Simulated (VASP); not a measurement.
A run of VASP 6.6.1:

INCAR

```
ALGO = Normal
EDIFF = 1E-6
ENCUT = 520
GGA = CA
ISIF = 2
ISMEAR = 0
LASPH = True
LCHARG = True
LELF = True
LREAL = False
LVHAR = True
LWAVE = False
NBANDS = 16
NELM = 100
PREC = Accurate
SIGMA = 0.15
```

File KPOINTS:

```
k-points
0
Gamma
  14 14 14
```

The input POSCAR:

```
InSb
1.0
    0.0000000000      3.0735130000      3.0888805650
    3.0735130000      0.0000000000      3.0888805650
    3.0735130000      3.0735130000      0.0000000000
In Sb
1 1
Direct
    0.0000000000      0.0000000000      0.0000000000
    0.5000000000      0.5000000000      0.5000000000
```

Potentials or basis: VASP PAW LDA potentials, release 64 (In_d, Sb).

Launch:

```bash
$ cat potpaw_LDA.64/In_d/POTCAR potpaw_LDA.64/Sb/POTCAR > POTCAR
$ mpirun -np 1 vasp_std > vasp.out
```

Hardware: 1 thread of AMD EPYC 9R45 96-Core Processor (Zen 5), with other jobs on the host.

Task: Estimate the wall time of this run.

Result: Wall time 83 s on 1 thread of AMD EPYC 9R45 96-Core Processor (Zen 5), with other jobs on the host, peak memory 0.31 GiB. Counts: scf iterations 11, k points 244.
